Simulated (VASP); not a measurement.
# C (R-3m) in VASP: a series of runs

The runs below take C through relaxation of the atoms, with PBEsol.

Program: VASP 6.6.1. These are calculated values, not measurements. Logs are shortened: lines on timing, memory, paths and dates and some standing lists are left out, and cuts for length are marked.

### Step 1. The cell of the first run

The structure is trigonal, space group R-3m (No. 166). Conventional cell: a = 2.510 Å, b = 2.510 Å, c = 6.278 Å, α = 90.00°, β = 90.00°, γ = 120.00°. C (site symmetry 3m) has 4 C at 1.54 to 1.57 Å within 2.1 Å.

### Step 2. Relaxation of the atoms, PBEsol (strained cell)

The input, INCAR:

```
SYSTEM = C
ALGO = Normal
EDIFF = 1E-7
EDIFFG = -0.002
ENCUT = 520
GGA = PS
GGA_COMPAT = .FALSE.
IBRION = 2
ISIF = 2
ISMEAR = 0
LASPH = .TRUE.
LCHARG = .FALSE.
LREAL = .FALSE.
LWAVE = .FALSE.
NELM = 120
NELMIN = 4
NSW = 60
PREC = Accurate
SIGMA = 0.02
```

The input, KPOINTS:

```
k-points
0
G
  9 9 9
  0 0 0
```

The input, POSCAR:

```
C
1.0
    0.0248454107      1.7999465147      1.7999465147
    1.7999465147      0.0248454107      1.7999465147
    1.7999465147      1.7999465147      0.0248454107
C
2
Direct
    0.0000947630      0.0000947630      0.0000947630
    0.2499052370      0.2499052370      0.2499052370
```

Potentials or basis: VASP PAW PBE potentials, release 64 (C).

Started as:

```console
> cat potpaw_PBE.64/C/POTCAR > POTCAR
> mpirun -np 1 vasp_std > vasp.out
```

OUTCAR:

```text
SYSTEM = C
   EDIFF = 1E-7
   EDIFFG = -0.002
   ENCUT = 520
   GGA = PS
   IBRION = 2
   ISIF = 2
   ISMEAR = 0
   LASPH = .TRUE.
   LREAL = .FALSE.
   NELM = 120
   NELMIN = 4
   NSW = 60
   PREC = Accurate

 ion  position               nearest neighbor table
   1  0.000  0.000  0.000-   2 1.54   2 1.54   2 1.54   2 1.57
   2  0.250  0.250  0.250-   1 1.54   1 1.54   1 1.54   1 1.57

  LATTYP: Found a trigonal (rhomboedric) cell.
 ALAT       =     2.5456300214
 COS(alpha) =     0.5137544722

  Lattice vectors:

 A1 = (   0.0248454107,   1.7999465147,   1.7999465147)
 A2 = (   1.7999465147,   0.0248454107,   1.7999465147)
 A3 = (   1.7999465147,   1.7999465147,   0.0248454107)

Analysis of symmetry for initial positions (statically):
=====================================================================
 Subroutine PRICEL returns:
 Original cell was already a primitive cell.

 Routine SETGRP: Setting up the symmetry group for a
 trigonal (rhombohedral) supercell.

 Subroutine GETGRP returns: Found 12 space group operations
 (whereof  6 operations were pure point group operations)
 out of a pool of 12 trial point group operations.

The static configuration has the point symmetry C_3v.
 The point group associated with its full space group is D_3d.

Analysis of symmetry for dynamics (positions and initial velocities):
=====================================================================
 Subroutine PRICEL returns:
 Original cell was already a primitive cell.

 Routine SETGRP: Setting up the symmetry group for a
 trigonal (rhombohedral) supercell.

 Subroutine GETGRP returns: Found 12 space group operations
 (whereof  6 operations were pure point group operations)
 out of a pool of 12 trial point group operations.

The dynamic configuration has the point symmetry C_3v.
 The point group associated with its full space group is D_3d.

 Subroutine INISYM returns: Found 12 space group operations
 (whereof  6 operations are pure point group operations),
 and found     1 'primitive' translations

----------------------------------------------------------------------------------------

                                     Primitive cell

  volume of cell :      11.4215

  direct lattice vectors                    reciprocal lattice vectors
     0.024845411  1.799946515  1.799946515    -0.283604804  0.279743389  0.279743389
     1.799946515  0.024845411  1.799946515     0.279743389 -0.283604804  0.279743389
     1.799946515  1.799946515  0.024845411     0.279743389  0.279743389 -0.283604804

  length of vectors
     2.545630021  2.545630021  2.545630021     0.486769363  0.486769363  0.486769363

  position of ions in fractional coordinates (direct lattice)
     0.000094763  0.000094763  0.000094763
     0.249905237  0.249905237  0.249905237

  ion indices of the primitive-cell ions
   primitive index   ion index
                 1           1
                 2           2

----------------------------------------------------------------------------------------

 KPOINTS: k-points

Automatic generation of k-mesh.
 Grid dimensions read from file:
 generate k-points for:    9    9    9

 Generating k-lattice:

  Cartesian coordinates                     Fractional coordinates (reciprocal lattice)
    -0.031511645  0.031082599  0.031082599     0.111111111  0.000000000  0.000000000
     0.031082599 -0.031511645  0.031082599     0.000000000  0.111111111  0.000000000
     0.031082599  0.031082599 -0.031511645     0.000000000  0.000000000  0.111111111

  Length of vectors
     0.054085485  0.054085485  0.054085485

  Shift w.r.t. Gamma in fractional coordinates (k-lattice)
     0.000000000  0.000000000  0.000000000

 Subroutine IBZKPT returns following result:
 ===========================================

 Found     85 irreducible k-points:

 Following reciprocal coordinates:
            Coordinates               Weight
  0.000000  0.000000  0.000000      1.000000
  0.111111  0.000000  0.000000      6.000000
  0.222222 -0.000000 -0.000000      6.000000
  0.333333  0.000000  0.000000      6.000000
  0.444444 -0.000000 -0.000000      6.000000
  0.111111  0.111111  0.000000      6.000000
[... 16 lines left out ...]
 -0.333333  0.333333  0.000000      6.000000
  0.444444  0.444444 -0.000000      6.000000
 [... further k-points ...]
   k-points           NKPTS =     85   k-points in BZ     NKDIM =     85   number of bands    NBANDS=      8
   number of dos      NEDOS =    301   number of ions     NIONS =      2
   total plane-waves  NPLWV =   8000
   dimension x,y,z NGX =    20 NGY =   20 NGZ =   20
   dimension x,y,z NGXF=    40 NGYF=   40 NGZF=   40
   ions per type =               2
   NGX,Y,Z   is equivalent  to a cutoff of  13.06, 13.06, 13.06 a.u.
   NGXF,Y,Z  is equivalent  to a cutoff of  26.12, 26.12, 26.12 a.u.
 SYSTEM =  C
   PREC   = accura    normal or accurate (medium, high low for compatibility)
   ISTART =      0    job   : 0-new  1-cont  2-samecut
   ICHARG =      2    charge: 1-file 2-atom 10-const
   ISPIN  =      1    spin polarized calculation?
   LNONCOLLINEAR =      F non collinear calculations
   LSORBIT =      F    spin-orbit coupling
   LASPH  =      T    aspherical Exc in radial PAW
   ENCUT  =  520.0 eV  38.22 Ry    6.18 a.u.   4.73  4.73  4.73*2*pi/ulx,y,z
   NELM   =    120;   NELMIN=  4; NELMDL= -5     # of ELM steps
   EDIFF  = 0.1E-06   stopping-criterion for ELM
   LREAL  =      F    real-space projection
   EDIFFG = -.2E-02   stopping-criterion for IOM
   NSW    =     60    number of steps for IOM
   IBRION =      2    ionic relax: 0-MD 1-quasi-New 2-CG
   NFREE  =      1    steps in history (QN), initial steepest desc. (CG)
   ISIF   =      2    stress and relaxation
   ISYM   =      2    0-nonsym 1-usesym 2-fastsym
   POTIM  = 0.5000    time-step for ionic-motion
   TEBEG  =    0.0;   TEEND  =   0.0 temperature during run
   PSTRESS=    0.0 pullay stress
   NELECT =       8.0000    total number of electrons
   NUPDOWN=      -1.0000    fix difference up-down
   EMIN   =  10.00;   EMAX   =-10.00  energy-range for DOS
   EFERMI =   0.00;   METHOD = LEGACY
   ISMEAR =     0;   SIGMA  =   0.02  broadening in eV -4-tet -1-fermi 0-gaus
   EFERMI_NEDOS =   21; number of points for ismear=-14 and -15
   IALGO  =     38    algorithm
   IMIX   =      4    mixing-type and parameters
     AMIX     =   0.40;   BMIX     =  1.00
     AMIX_MAG =   1.60;   BMIX_MAG =  1.00
  volume/ion in A,a.u.               =       5.71        38.54
  Fermi-wavevector in a.u.,A,eV,Ry     =   1.453887  2.747447 28.759809  2.113786
  Thomas-Fermi vector in A             =   2.571101
   LORBIT       =      0    0 simple, 1 ext, 2 COOP (PROOUT), +10 PAW based schemes
   GGA     = PS    functional components
   LHFCALC =     F    Hartree Fock is set to
   AEXX    =    0.0000 exact exchange contribution
   IVDW    =     0    specifies the selected vdW correction
   LEPSILON=     F    determine dielectric tensor
   LRPA    =     F    only Hartree local field effects (RPA)
 conjugate gradient relaxation of ions
 non-spin polarized calculation
 Gauss-broadening in eV      SIGMA  =   0.02
  energy-cutoff  :      520.00
  volume of cell :       11.42
 maximum number of plane-waves:       325
   NGX =  9   NGY =  9   NGZ =  9

--------------------------------------- Ionic step        1  -------------------------------------------

 number of electron       7.9999999 magnetization

 Free energy of the ion-electron system (eV)
  ---------------------------------------------------
  ext. energy  EPLUGINS =         0.00000000
  ---------------------------------------------------
  free energy    TOTEN  =       -19.23483430 eV

  energy without entropy =      -19.23483430  energy(sigma->0) =      -19.23483430

------------------------ aborting loop because EDIFF is reached ----------------------------------------

  FORCE on cell =-STRESS in cart. coord.  units (eV):
  Direction    XX          YY          ZZ          XY          YZ          ZX
  --------------------------------------------------------------------------------------
  -------------------------------------------------------------------------------------
  Total       -0.4623315     -0.4623315     -0.4623315     -0.5426516     -0.5426516     -0.5426516
  in kB      -64.8546583    -64.8546583    -64.8546583    -76.1217598    -76.1217598    -76.1217598
  external PRESSURE =     -64.8546583 kB  Pullay stress =       0.0000000 kB
[... 57 lines left out ...]
  energy  without entropy=      -19.2348283497  energy(sigma->0) =      -19.23482835

--------------------------------------- Ionic step        3  -------------------------------------------

 number of electron       7.9999999 magnetization

 Free energy of the ion-electron system (eV)
  ---------------------------------------------------
  ext. energy  EPLUGINS =         0.00000000
  ---------------------------------------------------
  free energy    TOTEN  =       -19.23483563 eV

  energy without entropy =      -19.23483563  energy(sigma->0) =      -19.23483563

 E-fermi :   9.7776     XC(G=0): -13.3991

 val. band max:        9.6302496428   @ k =   0.0000   0.0000   0.0000
 cond. band min:      13.6183570792   @ k =   0.3333   0.3333   0.0000
 fundamental gap:      3.9881074363
 Fermi energy:         9.7775943753

 k-point     1 :       0.0000    0.0000    0.0000
  band No.  band energies     occupation
      1     -11.8211      2.00000
      2       9.5676      2.00000
      3       9.6302      2.00000
      4       9.6302      2.00000
      5      14.7077      0.00000
      6      15.3314      0.00000
      7      15.3314      0.00000
      8      22.8617      0.00000
[... 243 lines left out ...]
 k-point    24 :       0.4444    0.4444   -0.0000
  band No.  band energies     occupation
      1      -4.8365      2.00000
      2      -1.2925      2.00000
      3       3.2892      2.00000
      4       3.5686      2.00000
      5      13.7299      0.00000
      6      14.9387      0.00000
      7      25.9039      0.00000
      8      25.9082      0.00000

 [... further k-points ...]

------------------------ aborting loop because EDIFF is reached ----------------------------------------

  FORCE on cell =-STRESS in cart. coord.  units (eV):
  Direction    XX          YY          ZZ          XY          YZ          ZX
  --------------------------------------------------------------------------------------
  -------------------------------------------------------------------------------------
  Total       -0.4626777     -0.4626777     -0.4626777     -0.5424985     -0.5424985     -0.5424985
  in kB      -64.9032288    -64.9032288    -64.9032288    -76.1002816    -76.1002816    -76.1002816
  external PRESSURE =     -64.9032288 kB  Pullay stress =       0.0000000 kB
[... 17 lines left out ...]
  FREE ENERGIE OF THE ION-ELECTRON SYSTEM (eV)
  ---------------------------------------------------
  free  energy   TOTEN  =       -19.2348356344 eV

  energy  without entropy=      -19.2348356344  energy(sigma->0) =      -19.23483563

 reached required accuracy - stopping structural energy minimisation
```

Run time: 23 s. Hardware: 1 thread of Intel Xeon 8259CL, shared host; peak memory 0.12 GiB.

What came out:

```yaml
Free_energy: -19.2348 eV
Energy_gained_by_relaxing: 0.0 meV/atom
Ionic_steps: 3
Pressure_after_relaxing: -6.5 GPa
Band_gap_on_the_k_mesh: 3.99 eV (least direct gap 5.08 eV)
```

Final structure:
```
CELL_PARAMETERS angstrom
0.02485 1.79995 1.79995
1.79995 0.02485 1.79995
1.79995 1.79995 0.02485
ATOMIC_POSITIONS crystal
C 0.00012 0.00012 0.00012
C 0.24988 0.24988 0.24988
```

Levels at points of the mesh, in eV from the valence-band top:
```csv
k point,band 1,band 2,band 3,band 4,band 5,band 6,band 7,band 8
"(0.00, 0.00, 0.00)",-21.45,-0.06,0.00,0.00,5.08,5.70,5.70,13.23
```

Caveat: the cell differs from its parent crystal (strained cell); the PAW data sets were made with another functional, which shifts forces and pressure a little; an odd mesh through Γ misses points on the zone boundary, where band edges can lie.

### Step 3. Relaxation of the atoms, PBEsol (strained cell)

The input, INCAR:

```
SYSTEM = C
PREC = Accurate ; ENCUT = 520
EDIFF = 1E-7 ; ISMEAR = 0
SIGMA = 0.02 ; LREAL = .FALSE.
LASPH = .TRUE. ; NELM = 120
ALGO = Normal ; ISIF = 2
LWAVE = .FALSE. ; LCHARG = .FALSE.
GGA = PS ; IBRION = 2
NSW = 60 ; EDIFFG = -0.002
GGA_COMPAT = .FALSE. ; NELMIN = 4
```

The input, KPOINTS:

```
Automatic mesh
0
G
  9 9 9
  0 0 0
```

The input, POSCAR:

```
C
1.0
   -0.0059227752      1.8153306076      1.8153306076
    1.8153306076     -0.0059227752      1.8153306076
    1.8153306076      1.8153306076     -0.0059227752
C
2
Direct
    0.0001323068      0.0001323068      0.0001323068
    0.2498676932      0.2498676932      0.2498676932
```

Potentials or basis: VASP PAW PBE potentials, release 64 (C).

Started as:

```console
> cat potpaw_PBE.64/C/POTCAR > POTCAR
> mpirun -np 1 vasp_std > vasp.out
```

Wall time 24 s (1 thread of Intel Xeon 8259CL, shared host); peak memory 0.12 GiB.

Results (log left out):

- Free energy: -19.1823 eV
- Energy gained by relaxing: 0.0 meV/atom
- Ionic steps: 3
- Pressure after relaxing: -26.6 GPa
- Band gap on the k mesh: 3.90 eV (least direct gap 5.33 eV)

Stress tensor (GPa, compression positive):
```
-26.55   1.60   1.60
  1.60 -26.55   1.60
  1.60   1.60 -26.55
```

Final structure:
```cif
data_structure
_symmetry_space_group_name_H-M 'P 1'
_symmetry_Int_Tables_number 1
_cell_length_a 2.5673
_cell_length_b 2.5673
_cell_length_c 2.5673
_cell_angle_alpha 60.216
_cell_angle_beta 60.216
_cell_angle_gamma 60.216
_cell_volume 12.02
loop_
_atom_site_label
_atom_site_type_symbol
_atom_site_fract_x
_atom_site_fract_y
_atom_site_fract_z
_atom_site_occupancy
C1 C 0.99999 0.99999 0.99999 1
C2 C 0.25001 0.25001 0.25001 1
```

Levels at points of the mesh, in eV from the valence-band top:
| k point | band 1 | band 2 | band 3 | band 4 | band 5 | band 6 | band 7 | band 8 |
| --- | --- | --- | --- | --- | --- | --- | --- | --- |
| (0.00, 0.00, 0.00) | -20.76 | 0.00 | 0.00 | 0.00 | 5.33 | 5.33 | 5.47 | 12.07 |

Caveat: the cell differs from its parent crystal (strained cell); the PAW data sets were made with another functional, which shifts forces and pressure a little; an odd mesh through Γ misses points on the zone boundary, where band edges can lie.
